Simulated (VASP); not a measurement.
# Yb (Fm-3m) in VASP: single point with r2SCAN

Aim: the single point of Yb with r2SCAN.

Everything below comes from runs of VASP 6.6.1. Logs are shortened: lines on timing, memory, paths and dates and some standing lists are left out, and cuts for length are marked.

### Step 1. The cell of the first run

The structure is cubic, space group Fm-3m (No. 225). The conventional cell has a = 5.203 Å, b = 5.203 Å, c = 5.203 Å, α = 90.00°, β = 90.00°, γ = 90.00°. Within 4.8 Å of Yb (site symmetry m-3m) lie 12 Yb at 3.68 Å.

### Step 2. Single point, r2SCAN

File POSCAR:

```
Yb
1.0
    0.0000000000      2.6015219471      2.6015219471
    2.6015219471      0.0000000000      2.6015219471
    2.6015219471      2.6015219471      0.0000000000
Yb
1
Direct
    0.0000000000      0.0000000000      0.0000000000
```

File INCAR.step1:

```
ALGO = Normal ; EDIFF = 1E-4
ENCUT = 520 ; GGA = PE
ISMEAR = -1 ; LASPH = True
LCHARG = False ; LREAL = False
LWAVE = True ; NBANDS = 18
NELM = 80 ; PREC = Accurate
SIGMA = 0.05
```

File INCAR.step2:

```
ALGO = Normal ; EDIFF = 1E-7
ENCUT = 520 ; ISIF = 2
ISMEAR = -1 ; ISTART = 1
LASPH = True ; LCHARG = False
LMIXTAU = True ; LREAL = False
LWAVE = False ; METAGGA = R2SCAN
NBANDS = 18 ; NELM = 80
PREC = Accurate ; SIGMA = 0.05
```

File KPOINTS:

```
k-points
0
Gamma
  16 16 16
```

Potentials or basis: VASP PAW PBE potentials, release 64 (Yb).

Command:

```sh
$ cat potpaw_PBE.64/Yb/POTCAR > POTCAR
$ cp INCAR.step1 INCAR
$ mpirun -np 1 vasp_std > vasp.out
$ cp INCAR.step2 INCAR
$ mpirun -np 1 vasp_std > vasp.out
```

OUTCAR:

```text
EDIFF = 1E-7
   ENCUT = 520
   ISIF = 2
   ISMEAR = -1
   ISTART = 1
   LASPH = True
   LREAL = False
   METAGGA = R2SCAN
   NELM = 80
   PREC = Accurate

 ion  position               nearest neighbor table
   1  0.000  0.000  0.000-

  LATTYP: Found a face centered cubic cell.
 ALAT       =     5.2030438942

  Lattice vectors:

 A1 = (   0.0000000000,   2.6015219471,   2.6015219471)
 A2 = (   2.6015219471,   0.0000000000,   2.6015219471)
 A3 = (   2.6015219471,   2.6015219471,   0.0000000000)

Analysis of symmetry for initial positions (statically):
=====================================================================
 Subroutine PRICEL returns:
 Original cell was already a primitive cell.

 Routine SETGRP: Setting up the symmetry group for a
 face centered cubic supercell.

 Subroutine GETGRP returns: Found 48 space group operations
 (whereof 48 operations were pure point group operations)
 out of a pool of 48 trial point group operations.

The static configuration has the point symmetry O_h .

Analysis of symmetry for dynamics (positions and initial velocities):
=====================================================================
 Subroutine PRICEL returns:
 Original cell was already a primitive cell.

 Routine SETGRP: Setting up the symmetry group for a
 face centered cubic supercell.

 Subroutine GETGRP returns: Found 48 space group operations
 (whereof 48 operations were pure point group operations)
 out of a pool of 48 trial point group operations.

The dynamic configuration has the point symmetry O_h .

 Subroutine INISYM returns: Found 48 space group operations
 (whereof 48 operations are pure point group operations),
 and found     1 'primitive' translations

----------------------------------------------------------------------------------------

                                     Primitive cell

  volume of cell :      35.2138

  direct lattice vectors                    reciprocal lattice vectors
     0.000000000  2.601521947  2.601521947    -0.192195188  0.192195188  0.192195188
     2.601521947  0.000000000  2.601521947     0.192195188 -0.192195188  0.192195188
     2.601521947  2.601521947  0.000000000     0.192195188  0.192195188 -0.192195188

  length of vectors
     3.679107620  3.679107620  3.679107620     0.332891831  0.332891831  0.332891831

  position of ions in fractional coordinates (direct lattice)
     0.000000000  0.000000000  0.000000000

  ion indices of the primitive-cell ions
   primitive index   ion index
                 1           1

----------------------------------------------------------------------------------------

 KPOINTS: k-points

Automatic generation of k-mesh.
 Grid dimensions read from file:
 generate k-points for:   16   16   16

 Generating k-lattice:

  Cartesian coordinates                     Fractional coordinates (reciprocal lattice)
    -0.012012199  0.012012199  0.012012199     0.062500000  0.000000000  0.000000000
     0.012012199 -0.012012199  0.012012199     0.000000000  0.062500000  0.000000000
     0.012012199  0.012012199 -0.012012199     0.000000000  0.000000000  0.062500000

  Length of vectors
     0.020805739  0.020805739  0.020805739

  Shift w.r.t. Gamma in fractional coordinates (k-lattice)
     0.000000000  0.000000000  0.000000000

 Subroutine IBZKPT returns following result:
 ===========================================

 Found    145 irreducible k-points:

 Following reciprocal coordinates:
            Coordinates               Weight
  0.000000  0.000000  0.000000      1.000000
  0.062500  0.000000  0.000000      8.000000
  0.125000  0.000000  0.000000      8.000000
  0.187500  0.000000  0.000000      8.000000
  0.250000  0.000000  0.000000      8.000000
  0.312500  0.000000  0.000000      8.000000
[... 16 lines left out ...]
 -0.125000  0.062500  0.000000     24.000000
 -0.062500  0.062500  0.000000     12.000000
 [... further k-points ...]
   k-points           NKPTS =    145   k-points in BZ     NKDIM =    145   number of bands    NBANDS=     18
   number of dos      NEDOS =    301   number of ions     NIONS =      1
   total plane-waves  NPLWV =  21952
   dimension x,y,z NGX =    28 NGY =   28 NGZ =   28
   dimension x,y,z NGXF=    56 NGYF=   56 NGZF=   56
   ions per type =               1
   NGX,Y,Z   is equivalent  to a cutoff of  12.65, 12.65, 12.65 a.u.
   NGXF,Y,Z  is equivalent  to a cutoff of  25.30, 25.30, 25.30 a.u.
 SYSTEM =  unknown system
   PREC   = accura    normal or accurate (medium, high low for compatibility)
   ISTART =      1    job   : 0-new  1-cont  2-samecut
   ICHARG =      0    charge: 1-file 2-atom 10-const
   ISPIN  =      1    spin polarized calculation?
   LNONCOLLINEAR =      F non collinear calculations
   LSORBIT =      F    spin-orbit coupling
   LASPH  =      T    aspherical Exc in radial PAW
   ENCUT  =  520.0 eV  38.22 Ry    6.18 a.u.   6.84  6.84  6.84*2*pi/ulx,y,z
   NELM   =     80;   NELMIN=  2; NELMDL=  0     # of ELM steps
   EDIFF  = 0.1E-06   stopping-criterion for ELM
   LREAL  =      F    real-space projection
   EDIFFG = 0.1E-05   stopping-criterion for IOM
   NSW    =      0    number of steps for IOM
   IBRION =     -1    ionic relax: 0-MD 1-quasi-New 2-CG
   NFREE  =      0    steps in history (QN), initial steepest desc. (CG)
   ISIF   =      2    stress and relaxation
   ISYM   =      2    0-nonsym 1-usesym 2-fastsym
   POTIM  = 0.5000    time-step for ionic-motion
   TEBEG  =    0.0;   TEEND  =   0.0 temperature during run
   PSTRESS=    0.0 pullay stress
   NELECT =      24.0000    total number of electrons
   NUPDOWN=      -1.0000    fix difference up-down
   EMIN   =  10.00;   EMAX   =-10.00  energy-range for DOS
   EFERMI =   0.00;   METHOD = LEGACY
   ISMEAR =    -1;   SIGMA  =   0.05  broadening in eV -4-tet -1-fermi 0-gaus
   EFERMI_NEDOS =   21; number of points for ismear=-14 and -15
   IALGO  =     38    algorithm
   IMIX   =      4    mixing-type and parameters
     AMIX     =   0.40;   BMIX     =  1.00
     AMIX_MAG =   1.60;   BMIX_MAG =  1.00
  volume/ion in A,a.u.               =      35.21       237.63
  Fermi-wavevector in a.u.,A,eV,Ry     =   1.440703  2.722534 28.240589  2.075625
  Thomas-Fermi vector in A             =   2.559417
   LORBIT       =      0    0 simple, 1 ext, 2 COOP (PROOUT), +10 PAW based schemes
   METAGGA = R2SCAN    functional components
   LHFCALC =     F    Hartree Fock is set to
   AEXX    =    0.0000 exact exchange contribution
   IVDW    =     0    specifies the selected vdW correction
   LEPSILON=     F    determine dielectric tensor
   LRPA    =     F    only Hartree local field effects (RPA)
 non-spin polarized calculation
  energy-cutoff  :      520.00
  volume of cell :       35.21
 maximum number of plane-waves:       962
   NGX = 13   NGY = 13   NGZ = 13

 number of electron      24.0000014 magnetization

 Free energy of the ion-electron system (eV)
  ---------------------------------------------------
  ext. energy  EPLUGINS =         0.00000000
  ---------------------------------------------------
  free energy    TOTEN  =       -35.53727163 eV

  energy without entropy =      -35.52472161  energy(sigma->0) =      -35.53099662

 E-fermi :   1.6125     XC(G=0): -10.2299

 val. band max:        1.6002978864   @ k =  -0.3750   0.3125   0.0625
 cond. band min:       1.6125377003   @ k =  -0.4375   0.2500   0.0000
 fundamental gap:      0.0122398139
 Fermi energy:         1.6125252338

 k-point     1 :       0.0000    0.0000    0.0000
  band No.  band energies     occupation
      1     -51.7337      2.00000
      2     -23.2823      2.00000
      3     -23.2822      2.00000
      4     -23.2822      2.00000
      5      -3.8185      2.00000
      6       1.1562      1.99978
[... 10 lines left out ...]
     17       7.0375      0.00000
     18      11.5673      0.00000

 k-point     2 :       0.0625    0.0000    0.0000
  band No.  band energies     occupation
      1     -51.7329      2.00000
      2     -23.2967      2.00000
      3     -23.2842      2.00000
      4     -23.2840      2.00000
      5      -3.7221      2.00000
      6       1.1571      1.99978
[... 10 lines left out ...]
     17       6.9711      0.00000
     18      11.8138      0.00000

 k-point     3 :       0.1250    0.0000    0.0000
  band No.  band energies     occupation
      1     -51.7308      2.00000
      2     -23.3379      2.00000
      3     -23.2895      2.00000
      4     -23.2893      2.00000
      5      -3.4390      2.00000
      6       1.1599      1.99977
[... 10 lines left out ...]
     17       6.8304      0.00000
     18      12.3829      0.00000

 k-point     4 :       0.1875    0.0000    0.0000
  band No.  band energies     occupation
      1     -51.7277      2.00000
      2     -23.3988      2.00000
      3     -23.2974      2.00000
      4     -23.2972      2.00000
      5      -2.9879      2.00000
      6       1.1650      1.99974
[... 10 lines left out ...]
     17       6.7731      0.00000
     18      12.0185      0.00000

 k-point     5 :       0.2500    0.0000    0.0000
  band No.  band energies     occupation
      1     -51.7239      2.00000
      2     -23.4696      2.00000
      3     -23.3067      2.00000
      4     -23.3065      2.00000
      5      -2.4007      2.00000
      6       1.1719      1.99970
[... 10 lines left out ...]
     17       6.9653      0.00000
     18      11.2770      0.00000

 k-point     6 :       0.3125    0.0000    0.0000
  band No.  band energies     occupation
      1     -51.7202      2.00000
      2     -23.5392      2.00000
      3     -23.3159      2.00000
      4     -23.3158      2.00000
      5      -1.7270      2.00000
      6       1.1772      1.99967
[... 307 lines left out ...]
 k-point    21 :      -0.2500    0.0625    0.0000
  band No.  band energies     occupation
      1     -51.7222      2.00000
      2     -23.4937      2.00000
      3     -23.3244      2.00000
      4     -23.3058      2.00000
      5      -2.1058      2.00000
      6       1.1756      1.99968
[... 10 lines left out ...]
     17       7.5034      0.00000
     18      11.2498      0.00000

 k-point    22 :      -0.1875    0.0625    0.0000
  band No.  band energies     occupation
      1     -51.7259      2.00000
      2     -23.4248      2.00000
      3     -23.3138      2.00000
      4     -23.2965      2.00000
      5      -2.7260      2.00000
      6       1.1683      1.99972
[... 10 lines left out ...]
     17       7.1586      0.00000
     18      11.9576      0.00000

 k-point    23 :      -0.1250    0.0625    0.0000
  band No.  band energies     occupation
      1     -51.7293      2.00000
      2     -23.3623      2.00000
      3     -23.3029      2.00000
      4     -23.2891      2.00000
      5      -3.2240      2.00000
      6       1.1623      1.99975
[... 10 lines left out ...]
     17       7.0234      0.00000
     18      12.6497      0.00000

 k-point    24 :      -0.0625    0.0625    0.0000
  band No.  band energies     occupation
      1     -51.7317      2.00000
      2     -23.3172      2.00000
      3     -23.2924      2.00000
      4     -23.2848      2.00000
      5      -3.5635      2.00000
      6       1.1586      1.99977
[... 10 lines left out ...]
     17       7.0154      0.00000
     18      12.1939      0.00000

 [... further k-points ...]
[... 5 lines left out ...]
  --------------------------------------------------------------------------------------
  -------------------------------------------------------------------------------------
  Total       -0.0573386     -0.0573386     -0.0573386      0.0000000      0.0000000      0.0000000
  in kB       -2.6088247     -2.6088247     -2.6088247      0.0000000      0.0000000      0.0000000
  external PRESSURE =      -2.6088247 kB  Pullay stress =       0.0000000 kB

 VOLUME and BASIS-vectors are now :
 -----------------------------------------------------------------------------
  energy-cutoff  :      520.00
  volume of cell :       35.21
      direct lattice vectors                 reciprocal lattice vectors
     0.000000000  2.601521947  2.601521947    -0.192195188  0.192195188  0.192195188
     2.601521947  0.000000000  2.601521947     0.192195188 -0.192195188  0.192195188
     2.601521947  2.601521947  0.000000000     0.192195188  0.192195188 -0.192195188

 POSITION                                       TOTAL-FORCE (eV/Angst)
 -----------------------------------------------------------------------------------
      0.00000      0.00000      0.00000         0.000000      0.000000      0.000000
 -----------------------------------------------------------------------------------
    total drift:                               -0.000000     -0.000000     -0.000000

  FREE ENERGIE OF THE ION-ELECTRON SYSTEM (eV)
  ---------------------------------------------------
  free  energy   TOTEN  =       -35.5372716322 eV

  energy  without entropy=      -35.5247216106  energy(sigma->0) =      -35.53099662
```

Run time: 7.5 min. Hardware: 1 thread of Intel Xeon Platinum 8488C (Sapphire Rapids), shared host; peak memory 0.25 GiB.

Results:

* Free energy: -35.5373 eV
* Pressure: -0.3 GPa

Caveat: the PAW data sets were made with another functional, which shifts forces and pressure a little; spin-orbit coupling is left out, which moves the levels of the heavy elements. Spin polarisation is off, so any magnetic state and its effect on volume and gap are missing.
